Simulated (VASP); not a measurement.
A run of VASP 6.6.1:

INCAR

```
SYSTEM = InP
PREC = Accurate
ENCUT = 500
EDIFF = 1E-6
ISMEAR = 0
SIGMA = 0.001
LREAL = .False.
LASPH = .True.
NELM = 120
ALGO = Normal
ISIF = 2
LWAVE = .False.
LCHARG = .False.
GGA = PS
NBANDS = 16
GGA_COMPAT = .False.
```

KPOINTS

```
Automatic mesh
0
Gamma
  6 6 6
  0 0 0
```

Contents of POSCAR:

```
InP
1.0
    0.0000000000      2.9538133435      2.9538133435
    2.9538133435      0.0000000000      2.9538133435
    2.9538133435      2.9538133435      0.0000000000
In P
1 1
Direct
    0.0000000000      0.0000000000      0.0000000000
    0.2500000000      0.2500000000      0.2500000000
```

Potentials or basis: VASP PAW PBE potentials, release 64 (In_d, P).

The run is started by

```bash
$ cat potpaw_PBE.64/In_d/POTCAR potpaw_PBE.64/P/POTCAR > POTCAR
$ mpirun -np 1 vasp_std > vasp.out
```

Hardware: 1 thread of AMD EPYC 7R13 Processor (Zen 3), with other jobs on the host.

Q: Estimate the wall time of this run.

A: Run time: 8.3 s on 1 thread of AMD EPYC 7R13 Processor (Zen 3), with other jobs on the host, peak memory 0.14 GiB. Counts: scf iterations 12, k points 16.
